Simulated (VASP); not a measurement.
# TaN (P6_3mc) in VASP: a series of runs, part 2 of 2

VASP 6.6.1. Earlier steps stand in the parts before.

### Step 4. Single point, PBE

This run uses another cell than the first one, of 13.13 Å³/atom.

The input, INCAR:

```
PREC = Accurate
ENCUT = 520
EDIFF = 1E-6
ISMEAR = 0
SIGMA = 0.1
LREAL = F
LASPH = T
NELM = 60
ALGO = Normal
ISIF = 2
LWAVE = F
LCHARG = F
GGA = PE
NBANDS = 24
```

The input, KPOINTS:

```
Automatic mesh
0
Gamma
  18 18 8
```

The input, POSCAR:

```
TaN
1.0
    3.1518925638      0.0000000000      0.0000000000
   -1.5759462819      2.7296190303      0.0000000000
    0.0000000000      0.0000000000      6.1049969945
Ta N
2 2
Direct
    0.3333333333      0.6666666667      0.0305473916
    0.6666666667      0.3333333333      0.5305473916
    0.3333333333      0.6666666667      0.3544526084
    0.6666666667      0.3333333333      0.8544526084
```

Potentials or basis: VASP PAW PBE potentials, release 64 (Ta_pv, N).

On the command line:

```sh
cat potpaw_PBE.64/Ta_pv/POTCAR potpaw_PBE.64/N/POTCAR > POTCAR
mpirun -np 1 vasp_std > vasp.out
```

OUTCAR:

```text
PREC = Accurate
   ENCUT = 520
   EDIFF = 1E-6
   ISMEAR = 0
   LREAL = F
   LASPH = T
   NELM = 60
   ISIF = 2
   GGA = PE

 ion  position               nearest neighbor table
   1  0.333  0.667  0.031-   3 1.98   4 2.11   4 2.11   4 2.11   2 3.55   2 3.55   2 3.55   2 3.55
                             2 3.55   2 3.55
   2  0.667  0.333  0.531-   4 1.98   3 2.11   3 2.11   3 2.11   1 3.55   1 3.55   1 3.55   1 3.55
                             1 3.55   1 3.55
   3  0.333  0.667  0.354-   1 1.98   2 2.11   2 2.11   2 2.11
   4  0.667  0.333  0.854-   2 1.98   1 2.11   1 2.11   1 2.11

  LATTYP: Found a hexagonal cell.
 ALAT       =     3.1518925638
 C/A-ratio  =     1.9369305492

  Lattice vectors:

 A1 = (   3.1518925638,   0.0000000000,   0.0000000000)
 A2 = (  -1.5759462819,   2.7296190303,   0.0000000000)
 A3 = (   0.0000000000,   0.0000000000,   6.1049969945)

Analysis of symmetry for initial positions (statically):
=====================================================================
 Subroutine PRICEL returns:
 Original cell was already a primitive cell.

 Routine SETGRP: Setting up the symmetry group for a
 hexagonal supercell.

[... 172 lines left out ...]

 E-fermi :   6.4431     XC(G=0): -12.1013

 val. band max:        6.4010413941   @ k =   0.1111   0.0000   0.1250
 cond. band min:       6.4473748289   @ k =   0.0556   0.0000   0.0000
 fundamental gap:      0.0463334348
 Fermi energy:         6.4431030568

 k-point     1 :       0.0000    0.0000    0.0000
  band No.  band energies     occupation
      1     -29.1813      2.00000
      2     -28.8552      2.00000
      3     -28.6130      2.00000
      4     -28.6130      2.00000
      5     -28.5857      2.00000
      6     -28.5857      2.00000
[... 637 lines left out ...]
     23      11.6247      0.00000
     24      12.3974      0.00000

 [... further k-points ...]

------------------------ aborting loop because EDIFF is reached ----------------------------------------

  FORCE on cell =-STRESS in cart. coord.  units (eV):
  Direction    XX          YY          ZZ          XY          YZ          ZX
  --------------------------------------------------------------------------------------
  -------------------------------------------------------------------------------------
  Total        0.1155913      0.1155913      0.2838148     -0.0000000      0.0000000      0.0000000
  in kB        3.5259542      3.5259542      8.6573848     -0.0000000      0.0000000      0.0000000
  external PRESSURE =       5.2364310 kB  Pullay stress =       0.0000000 kB

 VOLUME and BASIS-vectors are now :
 -----------------------------------------------------------------------------
  energy-cutoff  :      520.00
  volume of cell :       52.52
      direct lattice vectors                 reciprocal lattice vectors
     3.151892564  0.000000000  0.000000000     0.317269697  0.183175745  0.000000000
    -1.575946282  2.729619030  0.000000000     0.000000000  0.366351490  0.000000000
     0.000000000  0.000000000  6.104996995     0.000000000  0.000000000  0.163800244

 POSITION                                       TOTAL-FORCE (eV/Angst)
 -----------------------------------------------------------------------------------
     -0.00000      1.81975      0.18649        -0.000000      0.000000     -0.023618
      1.57595      0.90987      3.23899        -0.000000     -0.000000     -0.023618
     -0.00000      1.81975      2.16393         0.000000      0.000000      0.023618
      1.57595      0.90987      5.21643        -0.000000     -0.000000      0.023618
 -----------------------------------------------------------------------------------
    total drift:                               -0.000000      0.000000     -0.000141

  FREE ENERGIE OF THE ION-ELECTRON SYSTEM (eV)
  ---------------------------------------------------
  free  energy   TOTEN  =       -43.3782108614 eV

  energy  without entropy=      -43.3743778050  energy(sigma->0) =      -43.37629433
```

OSZICAR:

```text
N       E                     dE             d eps       ncg     rms          rms(c)
DAV:   1     0.269642301699E+03    0.26964E+03   -0.17527E+04  8880   0.137E+03
DAV:   2    -0.361898507255E+02   -0.30583E+03   -0.29113E+03 10744   0.398E+02
DAV:   3    -0.500662715153E+02   -0.13876E+02   -0.13676E+02 11160   0.828E+01
DAV:   4    -0.502432973798E+02   -0.17703E+00   -0.17667E+00 10328   0.988E+00
DAV:   5    -0.502461685303E+02   -0.28712E-02   -0.28697E-02 11496   0.106E+00    0.333E+01
DAV:   6    -0.437409380531E+02    0.65052E+01   -0.31040E+01 10744   0.357E+01    0.130E+01
DAV:   7    -0.434360436933E+02    0.30489E+00   -0.18660E+00 10576   0.909E+00    0.893E+00
DAV:   8    -0.433858875117E+02    0.50156E-01   -0.24851E-01 11040   0.392E+00    0.140E+00
DAV:   9    -0.433782591087E+02    0.76284E-02   -0.24540E-02 10840   0.974E-01    0.222E-01
DAV:  10    -0.433782242510E+02    0.34858E-04   -0.14697E-03 11032   0.330E-01    0.770E-02
DAV:  11    -0.433782091770E+02    0.15074E-04   -0.10948E-04 10904   0.755E-02    0.138E-02
DAV:  12    -0.433782110358E+02   -0.18588E-05   -0.72628E-06 10328   0.211E-02    0.392E-03
DAV:  13    -0.433782108614E+02    0.17439E-06   -0.35756E-07  7256   0.494E-03
   1 F= -.43378211E+02 E0= -.43376294E+02  d E =-.383306E-02
```

stdout:

```text
POSCAR found type information on POSCAR TaN
 POSCAR found :  2 types and       4 ions
 scaLAPACK will be used
 LDA part: xc-table for (Slater+PW92), standard interpolation
 POSCAR, INCAR and KPOINTS ok, starting setup
 FFT: planning ... GRIDC
 FFT: planning ... GRID_SOFT
 FFT: planning ... GRID
 WAVECAR not read
 entering main loop
```

It took 69 s on 1 thread of Intel Xeon 6975P-C (Granite Rapids), shared host; peak memory 0.32 GiB.

Results:

```yaml
Free_energy: -43.3782 eV
Pressure: 0.5 GPa
Largest_force: 0.024 eV/Å
Band_gap_on_the_k_mesh: zero (bands 16 and 17 overlap by 0.42 eV)
```

Forces on the atoms (eV/Å):
```
Ta   0.000  0.000 -0.024
Ta   0.000  0.000 -0.024
N    0.000  0.000  0.024
N    0.000  0.000  0.024
```

Stress tensor (GPa, compression positive):
```
0.35 0.00 0.00
0.00 0.35 0.00
0.00 0.00 0.87
```

Levels at points of the mesh, in eV from the Fermi level:
| k point | band 14 | band 15 | band 16 | band 17 | band 18 | band 19 |
| --- | --- | --- | --- | --- | --- | --- |
| (0.00, 0.00, 0.00) | -4.47 | -0.85 | -0.70 | 0.14 | 0.14 | 2.17 |
| (0.50, 0.00, 0.00) | -3.66 | -2.28 | -0.51 | 1.16 | 2.15 | 2.63 |
| (0.00, 0.00, 0.50) | -4.95 | 0.18 | 0.18 | 0.96 | 0.96 | 0.96 |
| (0.50, 0.00, 0.50) | -4.75 | -0.93 | -0.93 | 1.47 | 1.47 | 3.26 |

Caveat: spin-orbit coupling is left out, which moves the levels of the heavy elements.

### Step 5. Relaxation of cell and atoms, PBE

This run uses another cell than the first one, of 13.12 Å³/atom.

The input, INCAR:

```
  ALGO = Normal
  EDIFF = 1E-7
  EDIFFG = -0.005
  ENCUT = 600
  GGA = PE
  IBRION = 2
  ISIF = 3
  ISMEAR = 0
  LASPH = T
  LCHARG = F
  LREAL = F
  LWAVE = F
  NELM = 100
  NSW = 100
  PREC = Accurate
  SIGMA = 0.1
```

The input, KPOINTS:

```
k-points
0
Gamma
  18 18 8
```

The input, POSCAR:

```
TaN
1.0
    3.1514143473      0.0000000000      0.0000000000
   -1.5757071737      2.7292048826      0.0000000000
    0.0000000000      0.0000000000      6.1029113103
Ta N
2 2
Direct
    0.3333333333      0.6666666667      0.0306209915
    0.6666666667      0.3333333333      0.5306209915
    0.3333333333      0.6666666667      0.3543790085
    0.6666666667      0.3333333333      0.8543790085
```

On the command line:

```sh
cat potpaw_PBE.64/Ta_pv/POTCAR potpaw_PBE.64/N/POTCAR > POTCAR
mpirun -np 1 vasp_std > vasp.out
```

Wall time 3.8 min (1 thread of Intel Xeon 6975P-C (Granite Rapids), shared host); peak memory 0.36 GiB.

The run converged. Its results:

| Quantity | Value |
| --- | --- |
| Free energy | -43.3821 eV |
| Relaxed volume | 13.15 Å³/atom |
| Relaxed cell | a = 3.153 Å, b = 3.153 Å, c = 6.111 Å, α = 90.00°, β = 90.00°, γ = 120.00° |
| Space group after relaxing (to 0.1 Å) | P6_3mc (No. 186) |
| Energy gained by relaxing | 0.1 meV/atom |
| Ionic steps | 3 |
| Pressure after relaxing | 0.0 GPa |
| Band gap on the k mesh | zero (bands 16 and 17 overlap by 0.42 eV) |

Step by step:
```
step  energy change (eV)  largest force (eV/Å)  pressure (GPa)  volume (Å³)
   1              0.0000                0.0451            0.64        52.49
   2              0.0018                0.1100           -1.51        52.89
   3             -0.0004                0.0012            0.01        52.60
```

Final structure:
```
CELL_PARAMETERS angstrom
3.15274 0.00000 0.00000
-1.57637 2.73035 0.00000
0.00000 0.00000 6.11103
ATOMIC_POSITIONS crystal
Ta 0.33333 0.66667 0.03052
Ta 0.66667 0.33333 0.53052
N 0.33333 0.66667 0.35448
N 0.66667 0.33333 0.85448
```

Levels at points of the mesh, in eV from the Fermi level:
```
           k point  band 14  band 15  band 16  band 17  band 18  band 19
(0.00, 0.00, 0.00)    -4.46    -0.85    -0.69     0.15     0.15     2.16
(0.50, 0.00, 0.00)    -3.66    -2.27    -0.51     1.16     2.14     2.62
(0.00, 0.00, 0.50)    -4.94     0.18     0.18     0.96     0.96     0.96
(0.50, 0.00, 0.50)    -4.74    -0.93    -0.93     1.47     1.47     3.26
```

Caveat: spin-orbit coupling is left out, which moves the levels of the heavy elements.

### Step 6. Single point, PBE (13.52 Å³/atom)

The input, INCAR:

```
SYSTEM = TaN
PREC     = Accurate       ! precision mode
ENCUT    = 700            ! plane-wave cutoff, eV
EDIFF    = 1E-6           ! SCF threshold, eV
ISMEAR   = 0              ! smearing method
SIGMA    = 0.1            ! smearing width, eV
LREAL    = .FALSE.        ! projectors in reciprocal space
LASPH    = .TRUE.         ! aspherical terms in the spheres
NELM     = 120            ! most SCF steps
ALGO     = Normal         ! electronic algorithm
ISIF     = 2              ! what is computed and relaxed
LWAVE    = .FALSE.        ! write WAVECAR
LCHARG   = .FALSE.        ! write CHGCAR
GGA      = PE             ! functional
NBANDS   = 26             ! bands
GGA_COMPAT= .FALSE.
```

The input, KPOINTS:

```
Automatic mesh
0
G
  18 18 8
  0 0 0
```

The input, POSCAR:

```
TaN
1.0
    3.1932300339      0.0000000000      0.0000000000
   -1.5966150170      2.7654183295      0.0000000000
    0.0000000000      0.0000000000      6.1263962008
Ta N
2 2
Direct
    0.3333333333      0.6666666667      0.0299665238
    0.6666666667      0.3333333333      0.5299665238
    0.3333333333      0.6666666667      0.3550334762
    0.6666666667      0.3333333333      0.8550334762
```

Potentials or basis: VASP PAW PBE potentials, release 64 (Ta_sv_GW, N).

On the command line:

```sh
cat potpaw_PBE.64/Ta_sv_GW/POTCAR potpaw_PBE.64/N/POTCAR > POTCAR
mpirun -np 1 vasp_std > vasp.out
```

Run time: 9.5 min. Hardware: 1 thread of Intel Xeon 6975P-C (Granite Rapids), shared host; peak memory 0.47 GiB.

It converged, with:

```yaml
Free_energy: -48.3929 eV
Pressure: -6.7 GPa
Largest_force: 0.011 eV/Å
Band_gap_on_the_k_mesh: zero (bands 18 and 19 overlap by 0.44 eV)
```

Forces on the atoms (eV/Å):
```
Ta   0.000  0.000 -0.011
Ta   0.000  0.000 -0.011
N    0.000  0.000  0.011
N    0.000  0.000  0.011
```

Stress tensor (GPa, compression positive):
```
-6.81  0.00  0.00
 0.00 -6.81  0.00
 0.00  0.00 -6.62
```

Levels at points of the mesh, in eV from the Fermi level:
```csv
k point,band 16,band 17,band 18,band 19,band 20,band 21
"(0.00, 0.00, 0.00)",-4.42,-0.89,-0.65,0.12,0.12,2.07
"(0.50, 0.00, 0.00)",-3.64,-2.17,-0.52,1.13,2.05,2.52
"(0.00, 0.00, 0.50)",-4.88,0.20,0.20,0.92,0.92,0.92
"(0.50, 0.00, 0.50)",-4.68,-0.87,-0.87,1.42,1.42,3.07
```

Caveat: the cell stands under tension; spin-orbit coupling is left out, which moves the levels of the heavy elements.

### Step 7. Overview

```csv
task,potentials or basis,cell,cutoff (eV),gap on the mesh (eV),pressure (GPa),largest force (eV/Å)
relaxation of shape and atoms at fixed volume,"VASP PAW PBE potentials, release 64 (Ta_pv, N)","relaxed from a = 3.183, b = 3.183, c = 6.165 Å, angles 90.0, 90.0, 120.0°, 4 atoms, atomic positions A",600,none,-6.3,-
relaxation of shape and atoms at fixed volume,"VASP PAW PBE potentials, release 64 (Ta_pv, N)","relaxed from a = 3.224, b = 3.224, c = 6.185 Å, angles 90.0, 90.0, 120.0°, 4 atoms, atomic positions B",600,none,-12.1,-
single point,"VASP PAW PBE potentials, release 64 (Ta_pv, N)","a = 3.152, b = 3.152, c = 6.105 Å, angles 90.0, 90.0, 120.0°, 4 atoms, atomic positions A",520,none,0.5,0.02
relaxation of cell and atoms,"VASP PAW PBE potentials, release 64 (Ta_pv, N)","relaxed from a = 3.151, b = 3.151, c = 6.103 Å, angles 90.0, 90.0, 120.0°, 4 atoms, atomic positions C",600,none,0.0,-
single point,"VASP PAW PBE potentials, release 64 (Ta_sv_GW, N)","a = 3.193, b = 3.193, c = 6.126 Å, angles 90.0, 90.0, 120.0°, 4 atoms, atomic positions B",700,none,-6.7,0.01
```

Alike in all rows: level PBE; no spin polarisation; k mesh 18 × 18 × 8; smearing gaussian 0.1 eV.

Caveats: spin-orbit coupling is left out, which moves the levels of the heavy elements; the cell stands under tension (at least some runs).

Absolute energies hang on the potentials; compare differences alone.

The gap in the log of VASP goes by the Fermi energy; the results here count the filled bands.